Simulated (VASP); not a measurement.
**PtSe2: single point with BLYP+D3(BJ)**

The system is PtSe2.

```
Pt Se
1.0
     3.69901    0.00000    0.00000
    -1.84950    3.20343    0.00000
     0.00000    0.00000    5.02803
Pt Se
1 2
Direct
  0.00000 0.00000 0.00000
  0.66667 0.33333 0.75000
  0.33333 0.66667 0.25000
```

```json
{
  "Program": "VASP 6.6.1",
  "Task": "single point",
  "Functional": "BLYP",
  "Dispersion": "D3(BJ)",
  "Potentials or basis": "VASP PAW PBE potentials, release 64 (Pt, Se)",
  "Cutoff": "520 eV",
  "k mesh": "8 × 8 × 5",
  "Occupations": "fermi-dirac, width 0.05 eV",
  "Spin": "no spin polarisation"
}
```

```
Pressure                   : 9.7 GPa
Largest force              : 1.456 eV/Å
Band gap on the k mesh     : zero (bands 11 and 12 overlap by 0.24 eV)
Dispersion energy per atom : -1.105 eV
```

Forces in eV/Å, atoms in the order of the input:
```
Pt   0.000  0.000  0.000
Se   0.000  0.000 -1.456
Se   0.000  0.000  1.456
```

Stress tensor (GPa, compression positive):
```
11.08  0.00  0.00
 0.00 11.08  0.00
 0.00  0.00  6.82
```

Levels at points of the mesh, in eV from the Fermi level:
```tsv
k point	band 7	band 8	band 9	band 10	band 11	band 12	band 13	band 14	band 15	band 16
(0.00, 0.00, 0.00)	-4.22	-2.71	-1.17	-1.17	0.32	1.41	1.41	3.74	4.38	7.35
(0.50, 0.00, 0.00)	-3.84	-3.71	-3.66	-3.61	-3.09	0.63	2.33	4.86	5.96	7.27
```

Wall time 61 s on 1 thread of Intel(R) Xeon(R) Platinum 8259CL CPU @ 2.50GHz (Skylake/Cascade Lake), with other jobs on the host, peak memory 0.21 GiB.

Caveat: the cell stands under pressure; the PAW data sets were made with another functional, which shifts forces and pressure a little; spin-orbit coupling is left out, which moves the levels of the heavy elements.
